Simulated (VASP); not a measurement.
# ZnCu: single point with PBEsol

The system is ZnCu.

```xyz
2
Lattice="2.9450 0.0000 0.0000 0.0000 2.9450 0.0000 0.0000 0.0000 2.9892" Properties=species:S:1:pos:R:3 pbc="T T T"
Zn    1.4725    1.4725    1.4946
Cu    0.0000    0.0000    0.0000
```

This cell differs from its parent crystal: strain +0.000 along x and y, +0.015 along z.

```yaml
Program: VASP 6.6.1
Task: single point
Functional: PBEsol
Potentials_or_basis: VASP PAW PBE potentials, release 64 (Zn, Cu)
Cutoff: 520 eV
k_mesh: 16 × 16 × 16
Occupations: gaussian, width 0.15 eV
Spin: no spin polarisation
```

```
Pressure               : -5.6 GPa
Band gap on the k mesh : zero (an odd number of electrons rules out a gap without spin polarisation)
```

Levels at points of the mesh, in eV from the Fermi level:
```csv
k point,band 10,band 11,band 12,band 13,band 14,band 15
"(0.00, 0.00, 0.00)",-2.69,-2.68,5.82,6.33,6.33,10.98
"(0.50, 0.00, 0.00)",-3.21,-2.77,-1.94,11.31,11.77,11.91
"(0.50, 0.50, 0.00)",-2.43,-1.78,-1.78,1.79,2.15,13.50
"(0.00, 0.00, 0.50)",-3.21,-2.75,-2.04,11.62,11.62,12.28
"(0.50, 0.00, 0.50)",-2.46,-1.90,-1.87,1.65,2.00,13.87
"(0.50, 0.50, 0.50)",-2.42,3.74,4.28,4.28,4.35,4.43
```

Run time: 4.1 min on 1 thread of Oxide Virtual Turin-like Processor (shared host), peak memory 0.27 GiB.

Caveat: the cell differs from its parent crystal (strain +0.000 along x and y, +0.015 along z); the cell stands under tension; the PAW data sets were made with another functional, which shifts forces and pressure a little.
